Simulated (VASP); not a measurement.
A run of VASP 6.6.1 is set up as follows.

The input INCAR:

```
PREC = Accurate
ENCUT = 910
EDIFF = 1E-6
ISMEAR = 0
SIGMA = 0.05
LREAL = False
LASPH = True
NELM = 120
ALGO = Normal
ISIF = 2
LWAVE = False
LCHARG = False
GGA = PE
NBANDS = 16
GGA_COMPAT = False
```

The input KPOINTS:

```
regular mesh
0
Gamma
  8 8 6
```

Contents of POSCAR:

```
WC
1.0
    2.9009900485      0.0000000000      0.0000000000
   -1.4504950242      2.5123310781      0.0000000000
    0.0000000000      0.0000000000      2.8280461283
W C
1 1
Direct
    0.0000000000      0.0000000000      0.0000000000
    0.6666666667      0.3333333333      0.5000000000
```

Potentials or basis: VASP PAW PBE potentials, release 64 (W_sv, C_h).

Command:

```sh
$ cat potpaw_PBE.64/W_sv/POTCAR potpaw_PBE.64/C_h/POTCAR > POTCAR
$ mpirun -np 1 vasp_std > vasp.out
```

**Question.** Estimate the band gap on the k mesh.

**Answer.** Zero (band 9 reaches 11.94 eV, above the bottom of band 10 at 10.93 eV).

**Question.** Estimate the pressure.

**Answer.** 9.6 GPa.

Stress tensor (GPa, compression positive):
```
9.82 0.00 0.00
0.00 9.82 0.00
0.00 0.00 9.14
```

Caveat: the k points lie up to 0.37 Å⁻¹ apart; the cutoff is under 1.25 times the usual one of these potentials, so pressure, stress and relaxed cells hold a basis-set (Pulay) error; spin-orbit coupling is left out, which moves the levels of the heavy elements.
